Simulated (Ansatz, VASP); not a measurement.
**PbSe: VASP beside Ansatz**

```xyz
2
Lattice="0.0000 2.9996 2.9996 2.9996 0.0000 2.9996 2.9996 2.9996 0.0000" Properties=species:S:1:pos:R:3 pbc="T T T"
Pb    0.0000    0.0000    0.0000
Se    2.9996    2.9996    2.9996
```

Change from the starting cell: volume scaled by 0.94.

Alike in both runs: task single point; functional PBEsol; k mesh 7 × 7 × 7; occupations fermi-dirac, width 0.02 eV; no spin polarisation.

|  | VASP | Ansatz |
| --- | --- | --- |
| version | VASP 6.6.1 | Ansatz 0.2.0 |
| potentials or method | VASP PAW PBE potentials, release 64 (Pb_d, Se), cutoff 520 eV | all-electron LAPW, scalar-relativistic |

|  | VASP | Ansatz | Ansatz less VASP |
| --- | --- | --- | --- |
| pressure (GPa) | 3.0 | 3.0 | 0.00 |

VASP's potentials were made for PBE, not for PBEsol. Ansatz ran all-electron here, and VASP with PAW potentials.

Spin-orbit coupling is off throughout.
